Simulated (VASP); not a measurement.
# PtS2 in VASP: notebook

The runs below take PtS2 through single point, with r2SCAN, PBE, HSE06.

Program: VASP 6.6.1. These are calculated values, not measurements. Logs are shortened: lines on timing, memory, paths and dates and some standing lists are left out, and cuts for length are marked.

## (1) The cell of the first run

Symmetry: P-3m1, No. 164, trigonal system. The conventional cell has a = 3.553 Å, b = 3.553 Å, c = 5.123 Å, α = 90.00°, β = 90.00°, γ = 120.00°. Within 3.2 Å of Pt (site symmetry -3m) lie 6 S at 2.39 Å. Within 3.2 Å of S (site symmetry 3m) lie 3 Pt at 2.39 Å and 3 S at 3.20 Å.

## (2) Single point, r2SCAN

POSCAR

```
PtS2
1.0
    3.5526240946      0.0000000000      0.0000000000
   -1.7763120473      3.0766627160      0.0000000000
    0.0000000000      0.0000000000      5.1228306135
Pt S
1 2
Direct
    0.0000000000      0.0000000000      0.0000000000
    0.3333333333      0.6666666667      0.2392542175
    0.6666666667      0.3333333333      0.7607457825
```

INCAR.step1

```
SYSTEM = PtS2
  PREC = Accurate
  ENCUT = 520
  ISMEAR = 0
  SIGMA = 0.01
  LREAL = .FALSE.
  LASPH = .TRUE.
  NELM = 80
  NBANDS = 18
  GGA = PE
  ALGO = Normal
  EDIFF = 1E-4
  LWAVE = .TRUE.
  LCHARG = .FALSE.
```

INCAR.step2

```
SYSTEM = PtS2
  PREC = Accurate
  ENCUT = 520
  EDIFF = 1E-6
  ISMEAR = 0
  SIGMA = 0.01
  LREAL = .FALSE.
  LASPH = .TRUE.
  NELM = 80
  ALGO = Normal
  ISIF = 2
  LWAVE = .FALSE.
  LCHARG = .TRUE.
  METAGGA = R2SCAN
  LMIXTAU = .TRUE.
  LELF = .TRUE.
  LVHAR = .TRUE.
  NBANDS = 18
  ISTART = 1
```

KPOINTS

```
Automatic mesh
0
G
  12 12 6
  0 0 0
```

Potentials or basis: VASP PAW PBE potentials, release 64 (Pt, S).

Started as:

```
> cat potpaw_PBE.64/Pt/POTCAR potpaw_PBE.64/S/POTCAR > POTCAR
> cp INCAR.step1 INCAR
> mpirun -np 1 vasp_std > vasp.out
> cp INCAR.step2 INCAR
> mpirun -np 1 vasp_std > vasp.out
```

OUTCAR:

```text
SYSTEM = PtS2
   PREC = Accurate
   ENCUT = 520
   EDIFF = 1E-6
   ISMEAR = 0
   LREAL = .FALSE.
   LASPH = .TRUE.
   NELM = 80
   ISIF = 2
   METAGGA = R2SCAN
   ISTART = 1

 ion  position               nearest neighbor table
   1  0.000  0.000  0.000-   2 2.39   3 2.39   2 2.39   3 2.39   3 2.39   2 2.39
   2  0.333  0.667  0.239-   1 2.39   1 2.39   1 2.39
   3  0.667  0.333  0.761-   1 2.39   1 2.39   1 2.39

  LATTYP: Found a hexagonal cell.
 ALAT       =     3.5526240946
 C/A-ratio  =     1.4419849883

  Lattice vectors:

 A1 = (   3.5526240946,   0.0000000000,   0.0000000000)
 A2 = (  -1.7763120473,   3.0766627160,   0.0000000000)
 A3 = (   0.0000000000,   0.0000000000,   5.1228306135)

Analysis of symmetry for initial positions (statically):
=====================================================================
 Subroutine PRICEL returns:
 Original cell was already a primitive cell.

 Routine SETGRP: Setting up the symmetry group for a
 hexagonal supercell.

 Subroutine GETGRP returns: Found 12 space group operations
 (whereof 12 operations were pure point group operations)
 out of a pool of 24 trial point group operations.

The static configuration has the point symmetry D_3d.

Analysis of symmetry for dynamics (positions and initial velocities):
=====================================================================
 Subroutine PRICEL returns:
 Original cell was already a primitive cell.

 Routine SETGRP: Setting up the symmetry group for a
 hexagonal supercell.

 Subroutine GETGRP returns: Found 12 space group operations
 (whereof 12 operations were pure point group operations)
 out of a pool of 24 trial point group operations.

The dynamic configuration has the point symmetry D_3d.

 Subroutine INISYM returns: Found 12 space group operations
 (whereof 12 operations are pure point group operations),
 and found     1 'primitive' translations

----------------------------------------------------------------------------------------

                                     Primitive cell

  volume of cell :      55.9937

  direct lattice vectors                    reciprocal lattice vectors
     3.552624095  0.000000000  0.000000000     0.281482074  0.162513751  0.000000000
    -1.776312047  3.076662716  0.000000000     0.000000000  0.325027503  0.000000000
     0.000000000  0.000000000  5.122830613     0.000000000  0.000000000  0.195204580

  length of vectors
     3.552624095  3.552624095  5.122830613     0.325027503  0.325027503  0.195204580

  position of ions in fractional coordinates (direct lattice)
     0.000000000  0.000000000  0.000000000
     0.333333333  0.666666667  0.239254217
     0.666666667  0.333333333  0.760745783

  ion indices of the primitive-cell ions
   primitive index   ion index
                 1           1
                 2           2
                 3           3

----------------------------------------------------------------------------------------

 KPOINTS: Automatic mesh

Automatic generation of k-mesh.
 Grid dimensions read from file:
 generate k-points for:   12   12    6

 Generating k-lattice:

  Cartesian coordinates                     Fractional coordinates (reciprocal lattice)
     0.023456840  0.013542813  0.000000000     0.083333333  0.000000000  0.000000000
     0.000000000  0.027085625  0.000000000     0.000000000  0.083333333  0.000000000
     0.000000000  0.000000000  0.032534097     0.000000000  0.000000000  0.166666667

  Length of vectors
     0.027085625  0.027085625  0.032534097

  Shift w.r.t. Gamma in fractional coordinates (k-lattice)
     0.000000000  0.000000000  0.000000000

 Subroutine IBZKPT returns following result:
 ===========================================

 Found    100 irreducible k-points:

 Following reciprocal coordinates:
            Coordinates               Weight
  0.000000  0.000000  0.000000      1.000000
  0.083333 -0.000000  0.000000      6.000000
  0.166667 -0.000000  0.000000      6.000000
  0.250000 -0.000000  0.000000      6.000000
  0.333333 -0.000000  0.000000      6.000000
  0.416667  0.000000  0.000000      6.000000
[... 16 lines left out ...]
  0.166667 -0.000000  0.166667      6.000000
  0.000000  0.166667  0.166667      6.000000
 [... further k-points ...]
   k-points           NKPTS =    100   k-points in BZ     NKDIM =    100   number of bands    NBANDS=     18
   number of dos      NEDOS =    301   number of ions     NIONS =      3
   total plane-waves  NPLWV =  31360
   dimension x,y,z NGX =    28 NGY =   28 NGZ =   40
   dimension x,y,z NGXF=    56 NGYF=   56 NGZF=   80
   ions per type =               1   2
   NGX,Y,Z   is equivalent  to a cutoff of  13.10, 13.10, 12.98 a.u.
   NGXF,Y,Z  is equivalent  to a cutoff of  26.21, 26.21, 25.96 a.u.
 SYSTEM =  PtS2
   PREC   = accura    normal or accurate (medium, high low for compatibility)
   ISTART =      1    job   : 0-new  1-cont  2-samecut
   ICHARG =      0    charge: 1-file 2-atom 10-const
   ISPIN  =      1    spin polarized calculation?
   LNONCOLLINEAR =      F non collinear calculations
   LSORBIT =      F    spin-orbit coupling
   LASPH  =      T    aspherical Exc in radial PAW
   ENCUT  =  520.0 eV  38.22 Ry    6.18 a.u.   6.61  6.61  9.53*2*pi/ulx,y,z
   NELM   =     80;   NELMIN=  2; NELMDL=  0     # of ELM steps
   EDIFF  = 0.1E-05   stopping-criterion for ELM
   LREAL  =      F    real-space projection
   EDIFFG = 0.1E-04   stopping-criterion for IOM
   NSW    =      0    number of steps for IOM
   IBRION =     -1    ionic relax: 0-MD 1-quasi-New 2-CG
   NFREE  =      0    steps in history (QN), initial steepest desc. (CG)
   ISIF   =      2    stress and relaxation
   ISYM   =      2    0-nonsym 1-usesym 2-fastsym
   POTIM  = 0.5000    time-step for ionic-motion
   TEBEG  =    0.0;   TEEND  =   0.0 temperature during run
   PSTRESS=    0.0 pullay stress
   NELECT =      22.0000    total number of electrons
   NUPDOWN=      -1.0000    fix difference up-down
   EMIN   =  10.00;   EMAX   =-10.00  energy-range for DOS
   EFERMI =   0.00;   METHOD = LEGACY
   ISMEAR =     0;   SIGMA  =   0.01  broadening in eV -4-tet -1-fermi 0-gaus
   EFERMI_NEDOS =   21; number of points for ismear=-14 and -15
   IALGO  =     38    algorithm
   IMIX   =      4    mixing-type and parameters
     AMIX     =   0.40;   BMIX     =  1.00
     AMIX_MAG =   1.60;   BMIX_MAG =  1.00
  volume/ion in A,a.u.               =      18.66       125.95
  Fermi-wavevector in a.u.,A,eV,Ry     =   1.199046  2.265869 19.561265  1.437712
  Thomas-Fermi vector in A             =   2.334919
   LORBIT       =      0    0 simple, 1 ext, 2 COOP (PROOUT), +10 PAW based schemes
   METAGGA = R2SCAN    functional components
   LHFCALC =     F    Hartree Fock is set to
   AEXX    =    0.0000 exact exchange contribution
   IVDW    =     0    specifies the selected vdW correction
   LEPSILON=     F    determine dielectric tensor
   LRPA    =     F    only Hartree local field effects (RPA)
 non-spin polarized calculation
 Gauss-broadening in eV      SIGMA  =   0.01
  energy-cutoff  :      520.00
  volume of cell :       55.99
 maximum number of plane-waves:      1536
 NGX is ok and might be reduce to    28
   NGX = 13   NGY = 13   NGZ = 19

 number of electron      21.9999996 magnetization

 Free energy of the ion-electron system (eV)
  ---------------------------------------------------
  ext. energy  EPLUGINS =         0.00000000
  ---------------------------------------------------
  free energy    TOTEN  =       -68.85101999 eV

  energy without entropy =      -68.85101999  energy(sigma->0) =      -68.85101999

 E-fermi :   6.2858     XC(G=0): -11.2138

 val. band max:        6.2201834193   @ k =   0.0000   0.1667   0.1667
 cond. band min:       7.0880128714   @ k =   0.0000   0.2500   0.3333
 fundamental gap:      0.8678294521
 Fermi energy:         6.2857808587

 k-point     1 :       0.0000    0.0000    0.0000
  band No.  band energies     occupation
      1      -9.5487      2.00000
      2      -6.6379      2.00000
      3      -0.8230      2.00000
      4      -0.4831      2.00000
      5      -0.4831      2.00000
      6       2.3166      2.00000
[... 10 lines left out ...]
     17      14.7850      0.00000
     18      19.3156      0.00000

 k-point     2 :       0.0833   -0.0000    0.0000
  band No.  band energies     occupation
      1      -9.4573      2.00000
      2      -6.6809      2.00000
      3      -0.7266      2.00000
      4      -0.4235      2.00000
      5      -0.4222      2.00000
      6       2.1893      2.00000
[... 10 lines left out ...]
     17      15.0740      0.00000
     18      18.2679      0.00000

 k-point     3 :       0.1667   -0.0000    0.0000
  band No.  band energies     occupation
      1      -9.1935      2.00000
      2      -6.7970      2.00000
      3      -0.4718      2.00000
      4      -0.2618      2.00000
      5      -0.2233      2.00000
      6       1.7542      2.00000
[... 10 lines left out ...]
     17      15.7739      0.00000
     18      16.7678      0.00000

 k-point     4 :       0.2500   -0.0000    0.0000
  band No.  band energies     occupation
      1      -8.7904      2.00000
      2      -6.9539      2.00000
      3      -0.2319      2.00000
      4      -0.0535      2.00000
      5       0.2003      2.00000
      6       1.0382      2.00000
[... 375 lines left out ...]
      4      -0.4268      2.00000
      5      -0.2545      2.00000
      6       2.1675      2.00000
[... 10 lines left out ...]
     17      15.2244      0.00000
     18      17.5029      0.00000

 k-point    23 :       0.1667   -0.0000    0.1667
  band No.  band energies     occupation
      1      -9.1158      2.00000
      2      -6.9566      2.00000
      3      -0.4755      2.00000
      4      -0.2396      2.00000
      5      -0.0128      2.00000
      6       1.7897      2.00000
[... 10 lines left out ...]
     17      15.3559      0.00000
     18      16.4878      0.00000

 k-point    24 :       0.0000    0.1667    0.1667
  band No.  band energies     occupation
      1      -9.1243      2.00000
      2      -6.9321      2.00000
      3      -0.6165      2.00000
      4      -0.2779      2.00000
      5       0.1235      2.00000
      6       1.6780      2.00000
[... 10 lines left out ...]
     17      16.1515      0.00000
     18      16.1538      0.00000

 [... further k-points ...]
[... 5 lines left out ...]
  --------------------------------------------------------------------------------------
  -------------------------------------------------------------------------------------
  Total        0.4213235      0.4213235      0.4381684      0.0000000      0.0000000      0.0000000
  in kB       12.0555526     12.0555526     12.5375453      0.0000000      0.0000000      0.0000000
  external PRESSURE =      12.2162168 kB  Pullay stress =       0.0000000 kB

 VOLUME and BASIS-vectors are now :
 -----------------------------------------------------------------------------
  energy-cutoff  :      520.00
  volume of cell :       55.99
      direct lattice vectors                 reciprocal lattice vectors
     3.552624095  0.000000000  0.000000000     0.281482074  0.162513751  0.000000000
    -1.776312047  3.076662716  0.000000000     0.000000000  0.325027503  0.000000000
     0.000000000  0.000000000  5.122830613     0.000000000  0.000000000  0.195204580

 POSITION                                       TOTAL-FORCE (eV/Angst)
 -----------------------------------------------------------------------------------
      0.00000      0.00000      0.00000        -0.000000      0.000000      0.000000
     -0.00000      2.05111      1.22566         0.000000     -0.000000     -0.048999
      1.77631      1.02555      3.89717        -0.000000      0.000000      0.048999
 -----------------------------------------------------------------------------------
    total drift:                                0.000000     -0.000000     -0.000000

  FREE ENERGIE OF THE ION-ELECTRON SYSTEM (eV)
  ---------------------------------------------------
  free  energy   TOTEN  =       -68.8510199942 eV

  energy  without entropy=      -68.8510199942  energy(sigma->0) =      -68.85101999
```

Run time: 2.6 min. Hardware: 1 thread of Intel Xeon 6975P-C (Granite Rapids), shared host; peak memory 0.25 GiB.

Results:

```
Free energy            : -68.8510 eV
Pressure               : 1.2 GPa
Largest force          : 0.049 eV/Å
Band gap on the k mesh : 0.87 eV, indirect (least direct gap 1.14 eV)
```

Forces on the atoms (eV/Å):
```
Pt   0.000  0.000  0.000
S    0.000  0.000 -0.049
S    0.000  0.000  0.049
```

Caveat: the PAW data sets were made with another functional, which shifts forces and pressure a little; spin-orbit coupling is left out, which moves the levels of the heavy elements. A k mesh can miss the band edges.

## (3) Single point, PBE (uniaxial x strain +4.2%)

INCAR

```
SYSTEM = PtS2
PREC = Accurate ; ENCUT = 520
EDIFF = 1E-6 ; ISMEAR = -1
SIGMA = 0.02 ; LREAL = .FALSE.
LASPH = .TRUE. ; NELM = 100
ALGO = Normal ; ISIF = 2
LWAVE = .FALSE. ; LCHARG = .TRUE.
GGA = PE ; LELF = .TRUE.
LVHAR = .TRUE. ; NBANDS = 18
```

KPOINTS

```
regular mesh
0
G
  12 12 6
  0 0 0
```

POSCAR

```
PtS2
1.0
    3.7000579945      0.0000000000      0.0000000000
   -1.8500289973      3.0766627160      0.0000000000
    0.0000000000      0.0000000000      5.1228306135
Pt S
1 2
Direct
    0.0000000000      0.0000000000      0.0000000000
    0.3366019811      0.6732039621      0.2326184341
    0.6633980189      0.3267960379      0.7673815659
```

Potentials or basis: VASP PAW PBE potentials, release 64 (Pt, S).

Started as:

```
> cat potpaw_PBE.64/Pt/POTCAR potpaw_PBE.64/S/POTCAR > POTCAR
> mpirun -np 1 vasp_std > vasp.out
```

Wall time 96 s (1 thread of Intel Xeon 6975P-C (Granite Rapids), shared host); peak memory 0.36 GiB.

It converged, with:

```
Free energy            : -15.3907 eV
Pressure               : -0.6 GPa
Largest force          : 0.015 eV/Å
Band gap on the k mesh : 0.54 eV, indirect (least direct gap 0.92 eV)
```

Forces in eV/Å, atoms in the order of the input:
```
Pt   0.000  0.000  0.000
S    0.000  0.014 -0.006
S    0.000 -0.014  0.006
```

Stress tensor (GPa, compression positive):
```
-4.34  0.00  0.00
 0.00  1.17  0.47
 0.00  0.47  1.31
```

Levels at points of the mesh, in eV from the valence-band top:
```tsv
k point	band 7	band 8	band 9	band 10	band 11	band 12	band 13	band 14	band 15	band 16
(0.00, 0.00, 0.00)	-3.63	-1.91	-1.34	-1.10	-0.15	1.97	1.98	4.65	5.01	7.56
(0.50, 0.00, 0.00)	-3.20	-3.16	-3.05	-2.99	-2.45	1.33	2.39	5.26	6.53	8.22
(0.00, 0.50, 0.00)	-3.47	-3.11	-3.03	-2.83	-2.42	1.43	2.34	4.95	6.16	7.82
(0.00, 0.00, 0.50)	-3.64	-2.48	-1.52	-1.29	-1.20	2.41	2.42	5.40	6.61	7.19
(0.50, 0.00, 0.50)	-3.20	-3.05	-2.81	-2.76	-1.47	1.63	1.85	5.07	5.58	7.78
(0.00, 0.50, 0.50)	-3.12	-3.12	-3.09	-2.60	-1.38	1.60	1.97	4.77	5.35	7.82
```

Caveat: the cell differs from its parent crystal (uniaxial x strain +4.2%); spin-orbit coupling is left out, which moves the levels of the heavy elements.

## (4) Single point, HSE06 (strain -4.9%)

POSCAR

```
PtS2
1.0
    3.3792560388      0.0000000000      0.0000000000
   -1.6896280194      2.9265215755      0.0000000000
    0.0000000000      0.0000000000      4.8728364795
Pt S
1 2
Direct
    0.0000000000      0.0000000000      0.0000000000
    0.3333333333      0.6666666667      0.2665116494
    0.6666666667      0.3333333333      0.7334883506
```

INCAR.step1

```
ALGO = Normal
EDIFF = 1E-5
ENCUT = 520
GGA = PE
ISIF = 2
ISMEAR = 0
LASPH = T
LREAL = F
LWAVE = T
NBANDS = 18
NELM = 60
PREC = Accurate
SIGMA = 0.01
```

INCAR.step2

```
ALGO = Normal
EDIFF = 1E-6
ENCUT = 520
GGA = PE
HFSCREEN = 0.2079
ISIF = 2
ISMEAR = 0
ISTART = 1
LASPH = T
LCHARG = T
LELF = T
LHFCALC = T
LREAL = F
LVHAR = T
LWAVE = F
NBANDS = 18
NELM = 60
PREC = Accurate
PRECFOCK = Normal
SIGMA = 0.01
```

KPOINTS

```
k-points
0
Gamma
  6 6 4
```

Started as:

```
> cat potpaw_PBE.64/Pt/POTCAR potpaw_PBE.64/S/POTCAR > POTCAR
> cp INCAR.step1 INCAR
> mpirun -np 1 vasp_std > vasp.out
> cp INCAR.step2 INCAR
> mpirun -np 1 vasp_std > vasp.out
```

Wall time 50 min (1 thread of Intel Xeon Platinum 8488C (Sapphire Rapids), shared host); peak memory 0.3 GiB.

The run converged. Its results:

```
Free energy            : -18.2581 eV
Pressure               : 13.7 GPa
Largest force          : 0.429 eV/Å
Band gap on the k mesh : 0.81 eV, indirect (least direct gap 1.69 eV)
```

Forces in eV/Å, atoms in the order of the input:
```
Pt   0.000  0.000  0.000
S    0.000  0.000 -0.429
S    0.000  0.000  0.429
```

Stress tensor (GPa, compression positive):
```
17.77  0.00  0.00
 0.00 17.77  0.00
 0.00  0.00  5.56
```

Levels at points of the mesh, in eV from the valence-band top:
```csv
k point,band 8,band 9,band 10,band 11,band 12,band 13,band 14,band 15
"(0.00, 0.00, 0.00)",-3.80,-1.42,-1.42,0.00,1.92,1.92,4.77,6.92
"(0.50, 0.00, 0.00)",-4.45,-4.30,-4.13,-3.43,1.62,3.27,6.71,6.88
"(0.00, 0.00, 0.50)",-4.20,-1.97,-1.97,-1.81,3.16,3.16,6.22,8.48
"(0.50, 0.00, 0.50)",-4.45,-3.87,-3.17,-2.06,1.44,3.20,5.32,5.92
```

Caveat: the cell differs from its parent crystal (strain -4.9%); the PAW data sets were made with another functional, which shifts forces and pressure a little; spin-orbit coupling is left out, which moves the levels of the heavy elements. A k mesh can miss the band edges.

## (5) The runs side by side

| level | cell | k mesh | smearing | grid for exact exchange (PRECFOCK) | screening parameter | gap on the mesh (eV) | pressure (GPa) | largest force (eV/Å) |
| --- | --- | --- | --- | --- | --- | --- | --- | --- |
| r2SCAN | a = 3.553, b = 3.553, c = 5.123 Å, angles 90.0, 90.0, 120.0°, 3 atoms | 12 × 12 × 6 | gaussian 0.01 eV | - | - | 0.87 | 1.2 | 0.05 |
| PBE | a = 3.700, b = 3.590, c = 5.123 Å, angles 90.0, 90.0, 121.0°, 3 atoms | 12 × 12 × 6 | fermi-dirac 0.02 eV | - | - | 0.54 | -0.6 | 0.02 |
| HSE06 | a = 3.379, b = 3.379, c = 4.873 Å, angles 90.0, 90.0, 120.0°, 3 atoms | 6 × 6 × 4 | gaussian 0.01 eV | Normal | 0.2079 1/Å | 0.81 | 13.7 | 0.43 |

Alike in all rows: task single point; potentials or basis VASP PAW PBE potentials, release 64 (Pt, S); no spin polarisation; cutoff (eV) 520.

Caveats: spin-orbit coupling is left out, which moves the levels of the heavy elements; the PAW data sets were made with another functional, which shifts forces and pressure a little (some runs).

Total energies depend on the potentials used, so only differences within one code and one set of settings carry meaning.
